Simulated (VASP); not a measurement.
# BN (ke600) (P6_3mc) in VASP: a series of runs

The runs below take BN (ke600) through relaxation of cell and atoms, with LDA.

Program: VASP 6.6.1. These are calculated values, not measurements. Logs are shortened: lines on timing, memory, paths and dates and some standing lists are left out, and cuts for length are marked.

## 1. The cell of the first run

The structure is hexagonal, space group P6_3mc (No. 186). The conventional cell has a = 2.554 Å, b = 2.554 Å, c = 4.227 Å, α = 90.00°, β = 90.00°, γ = 120.00°. Within 2.1 Å of B (site symmetry 3m) lie 4 N at 1.57 to 1.58 Å. Within 2.1 Å of N (site symmetry 3m) lie 4 B at 1.57 to 1.58 Å.

## 2. Relaxation of cell and atoms, LDA

Contents of INCAR:

```
SYSTEM = BN
ALGO = Normal
EDIFF = 1E-6
EDIFFG = -0.05
ENCUT = 600
GGA = CA
IBRION = 2
ISIF = 3
ISMEAR = 0
LASPH = .True.
LCHARG = .False.
LREAL = .False.
LWAVE = .False.
NELM = 80
NSW = 100
PREC = Accurate
SIGMA = 0.1
```

Contents of KPOINTS:

```
k-points
0
Gamma
  9 9 6
  0 0 0
```

Contents of POSCAR:

```
BN
1.0
    2.5539396000      0.0000000000      0.0000000000
   -1.2769698000      2.2117765700      0.0000000000
    0.0000000000      0.0000000000      4.2268550000
B N
2 2
Direct
    0.6666666700      0.3333333300      0.9997240000
    0.3333333300      0.6666666700      0.4997240000
    0.6666666700      0.3333333300      0.6252760000
    0.3333333300      0.6666666700      0.1252760000
```

Potentials or basis: VASP PAW LDA potentials, release 64 (B, N).

The run is started by

```console
$ cat potpaw_LDA.64/B/POTCAR potpaw_LDA.64/N/POTCAR > POTCAR
$ mpirun -np 1 vasp_std > vasp.out
```

OUTCAR:

```text
SYSTEM = BN
   EDIFF = 1E-6
   EDIFFG = -0.05
   ENCUT = 600
   GGA = CA
   IBRION = 2
   ISIF = 3
   ISMEAR = 0
   LASPH = .True.
   LREAL = .False.
   NELM = 80
   NSW = 100
   PREC = Accurate

 ion  position               nearest neighbor table
   1  0.667  0.333  1.000-   4 1.57   4 1.57   4 1.57   3 1.58
   2  0.333  0.667  0.500-   3 1.57   3 1.57   3 1.57   4 1.58
   3  0.667  0.333  0.625-   2 1.57   2 1.57   2 1.57   1 1.58
   4  0.333  0.667  0.125-   1 1.57   1 1.57   1 1.57   2 1.58

  LATTYP: Found a hexagonal cell.
 ALAT       =     2.5539396000
 C/A-ratio  =     1.6550332670

  Lattice vectors:

 A1 = (   2.5539396000,   0.0000000000,   0.0000000000)
 A2 = (  -1.2769698000,   2.2117765700,   0.0000000000)
 A3 = (   0.0000000000,   0.0000000000,   4.2268550000)

Analysis of symmetry for initial positions (statically):
=====================================================================
 Subroutine PRICEL returns:
 Original cell was already a primitive cell.

 Routine SETGRP: Setting up the symmetry group for a
 hexagonal supercell.

 Subroutine GETGRP returns: Found 12 space group operations
 (whereof  6 operations were pure point group operations)
 out of a pool of 24 trial point group operations.

The static configuration has the point symmetry C_3v.
 The point group associated with its full space group is C_6v.

Analysis of symmetry for dynamics (positions and initial velocities):
=====================================================================
 Subroutine PRICEL returns:
 Original cell was already a primitive cell.

 Routine SETGRP: Setting up the symmetry group for a
 hexagonal supercell.

 Subroutine GETGRP returns: Found 12 space group operations
 (whereof  6 operations were pure point group operations)
 out of a pool of 24 trial point group operations.

The dynamic configuration has the point symmetry C_3v.
 The point group associated with its full space group is C_6v.

 Subroutine INISYM returns: Found 12 space group operations
 (whereof  6 operations are pure point group operations),
 and found     1 'primitive' translations

----------------------------------------------------------------------------------------

                                     Primitive cell

  volume of cell :      23.8764

  direct lattice vectors                    reciprocal lattice vectors
     2.553939600  0.000000000  0.000000000     0.391551938  0.226062617  0.000000000
    -1.276969800  2.211776570  0.000000000     0.000000000  0.452125234  0.000000000
     0.000000000  0.000000000  4.226855000     0.000000000  0.000000000  0.236582518

  length of vectors
     2.553939600  2.553939597  4.226855000     0.452125234  0.452125234  0.236582518

  position of ions in fractional coordinates (direct lattice)
     0.666666670  0.333333330  0.999724000
     0.333333330  0.666666670  0.499724000
     0.666666670  0.333333330  0.625276000
     0.333333330  0.666666670  0.125276000

  ion indices of the primitive-cell ions
   primitive index   ion index
                 1           1
                 2           2
                 3           3
                 4           4

----------------------------------------------------------------------------------------

 KPOINTS: k-points

Automatic generation of k-mesh.
 Grid dimensions read from file:
 generate k-points for:    9    9    6

 Generating k-lattice:

  Cartesian coordinates                     Fractional coordinates (reciprocal lattice)
     0.043505771  0.025118069  0.000000000     0.111111111 -0.000000000  0.000000000
     0.000000000  0.050236137  0.000000000     0.000000000  0.111111111  0.000000000
     0.000000000  0.000000000  0.039430420     0.000000000  0.000000000  0.166666667

  Length of vectors
     0.050236137  0.050236137  0.039430420

  Shift w.r.t. Gamma in fractional coordinates (k-lattice)
     0.000000000  0.000000000  0.000000000

 Subroutine IBZKPT returns following result:
 ===========================================

 Found     48 irreducible k-points:

 Following reciprocal coordinates:
            Coordinates               Weight
  0.000000  0.000000  0.000000      1.000000
  0.111111  0.000000  0.000000      6.000000
  0.222222 -0.000000  0.000000      6.000000
  0.333333  0.000000  0.000000      6.000000
  0.444444 -0.000000  0.000000      6.000000
  0.111111  0.111111  0.000000      6.000000
[... 16 lines left out ...]
  0.333333  0.222222  0.166667     24.000000
  0.333333  0.333333  0.166667      4.000000
 [... further k-points ...]
   k-points           NKPTS =     48   k-points in BZ     NKDIM =     48   number of bands    NBANDS=     12
   number of dos      NEDOS =    301   number of ions     NIONS =      4
   total plane-waves  NPLWV =  14400
   dimension x,y,z NGX =    20 NGY =   20 NGZ =   36
   dimension x,y,z NGXF=    40 NGYF=   40 NGZF=   72
   ions per type =               2   2
   NGX,Y,Z   is equivalent  to a cutoff of  13.02, 13.02, 14.16 a.u.
   NGXF,Y,Z  is equivalent  to a cutoff of  26.04, 26.04, 28.32 a.u.
 SYSTEM =  BN
   PREC   = accura    normal or accurate (medium, high low for compatibility)
   ISTART =      0    job   : 0-new  1-cont  2-samecut
   ICHARG =      2    charge: 1-file 2-atom 10-const
   ISPIN  =      1    spin polarized calculation?
   LNONCOLLINEAR =      F non collinear calculations
   LSORBIT =      F    spin-orbit coupling
   LASPH  =      T    aspherical Exc in radial PAW
   ENCUT  =  600.0 eV  44.10 Ry    6.64 a.u.   5.10  5.10  8.44*2*pi/ulx,y,z
   NELM   =     80;   NELMIN=  2; NELMDL= -5     # of ELM steps
   EDIFF  = 0.1E-05   stopping-criterion for ELM
   LREAL  =      F    real-space projection
   EDIFFG = -.5E-01   stopping-criterion for IOM
   NSW    =    100    number of steps for IOM
   IBRION =      2    ionic relax: 0-MD 1-quasi-New 2-CG
   NFREE  =      1    steps in history (QN), initial steepest desc. (CG)
   ISIF   =      3    stress and relaxation
   ISYM   =      2    0-nonsym 1-usesym 2-fastsym
   POTIM  = 0.5000    time-step for ionic-motion
   TEBEG  =    0.0;   TEEND  =   0.0 temperature during run
   PSTRESS=    0.0 pullay stress
   NELECT =      16.0000    total number of electrons
   NUPDOWN=      -1.0000    fix difference up-down
   EMIN   =  10.00;   EMAX   =-10.00  energy-range for DOS
   EFERMI =   0.00;   METHOD = LEGACY
   ISMEAR =     0;   SIGMA  =   0.10  broadening in eV -4-tet -1-fermi 0-gaus
   EFERMI_NEDOS =   21; number of points for ismear=-14 and -15
   IALGO  =     38    algorithm
   IMIX   =      4    mixing-type and parameters
     AMIX     =   0.40;   BMIX     =  1.00
     AMIX_MAG =   1.60;   BMIX_MAG =  1.00
  volume/ion in A,a.u.               =       5.97        40.28
  Fermi-wavevector in a.u.,A,eV,Ry     =   1.432600  2.707222 27.923836  2.052344
  Thomas-Fermi vector in A             =   2.552210
   LORBIT       =      0    0 simple, 1 ext, 2 COOP (PROOUT), +10 PAW based schemes
   GGA     = CA    functional components
   LHFCALC =     F    Hartree Fock is set to
   AEXX    =    0.0000 exact exchange contribution
   IVDW    =     0    specifies the selected vdW correction
   LEPSILON=     F    determine dielectric tensor
   LRPA    =     F    only Hartree local field effects (RPA)
 conjugate gradient relaxation of ions
 non-spin polarized calculation
 Gauss-broadening in eV      SIGMA  =   0.10
  energy-cutoff  :      600.00
  volume of cell :       23.88
 maximum number of plane-waves:       810
   NGX = 11   NGY = 11   NGZ = 17

--------------------------------------- Ionic step        1  -------------------------------------------

 number of electron      16.0000000 magnetization

 Free energy of the ion-electron system (eV)
  ---------------------------------------------------
  ext. energy  EPLUGINS =         0.00000000
  ---------------------------------------------------
  free energy    TOTEN  =       -38.72843978 eV

  energy without entropy =      -38.72843978  energy(sigma->0) =      -38.72843978

------------------------ aborting loop because EDIFF is reached ----------------------------------------

  FORCE on cell =-STRESS in cart. coord.  units (eV):
  Direction    XX          YY          ZZ          XY          YZ          ZX
  --------------------------------------------------------------------------------------
  -------------------------------------------------------------------------------------
  Total       -1.9377718     -1.9377718     -2.0012643      0.0000000      0.0000000      0.0000000
  in kB     -130.0301283   -130.0301279   -134.2906620      0.0000000      0.0000000      0.0000000
  external PRESSURE =    -131.4503061 kB  Pullay stress =       0.0000000 kB
[... 61 lines left out ...]
  energy  without entropy=      -38.7224844052  energy(sigma->0) =      -38.72248441

--------------------------------------- Ionic step        3  -------------------------------------------

 number of electron      16.0000002 magnetization

 Free energy of the ion-electron system (eV)
  ---------------------------------------------------
  ext. energy  EPLUGINS =         0.00000000
  ---------------------------------------------------
  free energy    TOTEN  =       -38.76288062 eV

  energy without entropy =      -38.76288062  energy(sigma->0) =      -38.76288062

 E-fermi :   8.3048     XC(G=0): -13.2122

 val. band max:        7.8523755567   @ k =   0.0000   0.0000   0.0000
 cond. band min:      12.7790717537   @ k =   0.3333   0.3333   0.0000
 fundamental gap:      4.9266961970
 Fermi energy:         8.3047770231

 k-point     1 :       0.0000    0.0000    0.0000
  band No.  band energies     occupation
      1     -12.6714      2.00000
      2      -8.3421      2.00000
      3      -3.3216      2.00000
      4       5.6705      2.00000
      5       5.6705      2.00000
      6       7.5760      2.00000
      7       7.8524      2.00000
      8       7.8524      2.00000
      9      16.1926      0.00000
     10      16.1926      0.00000
     11      16.4666      0.00000
     12      17.7601      0.00000
[... 331 lines left out ...]
 k-point    24 :       0.3333    0.3333    0.1667
  band No.  band energies     occupation
      1      -7.1075      2.00000
      2      -7.1075      2.00000
      3      -1.5254      2.00000
      4      -0.0408      2.00000
      5      -0.0408      2.00000
      6       1.8053      2.00000
      7       3.1166      2.00000
      8       3.1166      2.00000
      9      13.5420      0.00000
     10      19.9337      0.00000
     11      19.9337      0.00000
     12      21.3763      0.00000

 [... further k-points ...]
[... 5 lines left out ...]
  --------------------------------------------------------------------------------------
  -------------------------------------------------------------------------------------
  Total       -0.0210172     -0.0210172     -0.0077741      0.0000000      0.0000000     -0.0000000
  in kB       -1.4599092     -1.4599092     -0.5400119      0.0000000      0.0000000     -0.0000000
  external PRESSURE =      -1.1532768 kB  Pullay stress =       0.0000000 kB
[... 19 lines left out ...]
  FREE ENERGIE OF THE ION-ELECTRON SYSTEM (eV)
  ---------------------------------------------------
  free  energy   TOTEN  =       -38.7628806225 eV

  energy  without entropy=      -38.7628806225  energy(sigma->0) =      -38.76288062

 reached required accuracy - stopping structural energy minimisation
```

It took 11 s on 1 thread of Intel Xeon 6975P-C (Granite Rapids), shared host; peak memory 0.13 GiB.

Results:

```
Free energy                            : -38.7629 eV
Relaxed volume                         : 5.77 Å³/atom
Relaxed cell                           : a = 2.525 Å, b = 2.525 Å, c = 4.177 Å, α = 90.00°, β = 90.00°, γ = 120.00°
Space group after relaxing (to 0.05 Å) : P6_3mc (No. 186)
Energy gained by relaxing              : 8.6 meV/atom
Ionic steps                            : 3
Pressure after relaxing                : -0.1 GPa
Largest force after relaxing           : 0.028 eV/Å
Band gap on the k mesh                 : 4.93 eV, indirect (least direct gap 8.28 eV)
```

Forces on the atoms (eV/Å):
```
B    0.000  0.000 -0.028
B    0.000  0.000 -0.028
N    0.000  0.000  0.028
N    0.000  0.000  0.028
```

Stress tensor (GPa, compression positive):
```
-0.15  0.00  0.00
 0.00 -0.15  0.00
 0.00  0.00 -0.05
```

The path:
```csv
step,energy change (eV),largest force (eV/Å),pressure (GPa),volume (Å³)
1,0.0000,0.0211,-13.15,23.88
2,0.0060,0.0866,15.90,22.22
3,-0.0344,0.0281,-0.12,23.07
```

Final structure:
```
B N
1.0
     2.52500    0.00000    0.00000
    -1.26250    2.18672    0.00000
     0.00000    0.00000    4.17739
B N
2 2
Direct
  0.66667 0.33333 0.99984
  0.33333 0.66667 0.49984
  0.66667 0.33333 0.62516
  0.33333 0.66667 0.12516
```

Levels at points of the mesh, in eV from the valence-band top:
| k point | band 5 | band 6 | band 7 | band 8 | band 9 | band 10 | band 11 | band 12 |
| --- | --- | --- | --- | --- | --- | --- | --- | --- |
| (0.00, 0.00, 0.00) | -2.18 | -0.28 | 0.00 | 0.00 | 8.34 | 8.34 | 8.61 | 9.91 |
| (0.00, 0.00, 0.50) | -1.21 | -1.21 | -1.21 | -1.21 | 9.68 | 9.68 | 9.93 | 9.93 |

Caveat: the relaxation stopped at a loose force limit of 0.05 eV/Å, so its end isn't a converged minimum.

## 3. Relaxation of cell and atoms, LDA

This run uses another cell than the first one, of 5.75 Å³/atom, 0.963 times its volume.

Contents of INCAR:

```
SYSTEM = BN
PREC = Accurate ; ENCUT = 600
EDIFF = 1E-7 ; ISMEAR = 0
SIGMA = 0.02 ; LREAL = .False.
LASPH = .True. ; NELM = 60
ALGO = Normal ; ISIF = 3
LWAVE = .False. ; LCHARG = .False.
IBRION = 2 ; NSW = 100
EDIFFG = -0.002
```

Contents of KPOINTS:

```
regular mesh
0
Gamma
  12 12 6
  0 0 0
```

Contents of POSCAR:

```
BN
1.0
    2.5218352337      0.0000000000      0.0000000000
   -1.2609176169      2.1839733766      0.0000000000
    0.0000000000      0.0000000000      4.1741646933
B N
2 2
Direct
    0.6666666667      0.3333333333      0.9996937311
    0.3333333333      0.6666666667      0.4996937311
    0.6666666667      0.3333333333      0.6253062689
    0.3333333333      0.6666666667      0.1253062689
```

Potentials or basis: VASP PAW LDA potentials, release 64 (B, N).

The run is started by

```console
$ cat potpaw_LDA.64/B/POTCAR potpaw_LDA.64/N/POTCAR > POTCAR
$ mpirun -np 1 vasp_std > vasp.out
```

Run time: 22 s. Hardware: 1 thread of Intel Xeon 6975P-C (Granite Rapids), shared host; peak memory 0.13 GiB.

It converged, with:

- Free energy: -38.7605 eV
- Relaxed volume: 5.77 Å³/atom
- Relaxed cell: a = 2.525 Å, b = 2.525 Å, c = 4.178 Å, α = 90.00°, β = 90.00°, γ = 120.00°
- Space group after relaxing (to 0.05 Å): P6_3mc (No. 186)
- Energy gained by relaxing: 0.1 meV/atom
- Ionic steps: 6
- Pressure after relaxing: 0.0 GPa
- Band gap on the k mesh: 4.91 eV, indirect (least direct gap 8.27 eV)

The path:
```csv
step,energy change (eV),largest force (eV/Å),pressure (GPa),volume (Å³)
1,0.0000,0.0024,1.26,22.99
2,0.0001,0.0096,-1.37,23.14
3,-0.0003,0.0035,0.00,23.06
4,-0.0003,0.0034,0.02,23.06
5,-0.0003,0.0037,0.02,23.06
6,-0.0003,0.0004,0.02,23.06
```

Final structure:
```xyz
4
Lattice="2.5247 0.0000 0.0000 -1.2623 2.1864 0.0000 0.0000 0.0000 4.1776" Properties=species:S:1:pos:R:3 pbc="T T T"
B     1.2623    0.7288    4.1763
B     0.0000    1.4576    2.0875
N     1.2623    0.7288    2.6122
N     0.0000    1.4576    0.5235
```

Levels at points of the mesh, in eV from the valence-band top:
```tsv
k point	band 5	band 6	band 7	band 8	band 9	band 10	band 11	band 12
(0.00, 0.00, 0.00)	-2.18	-0.30	0.00	0.00	8.33	8.33	8.62	9.91
(0.50, 0.00, 0.00)	-7.04	-5.13	-4.59	-2.17	6.70	7.88	10.59	11.63
(0.00, 0.00, 0.50)	-1.21	-1.21	-1.21	-1.21	9.68	9.68	9.92	9.92
(0.50, 0.00, 0.50)	-3.88	-3.88	-3.67	-3.67	6.57	6.57	10.13	10.13
```

A k mesh can miss the band edges.
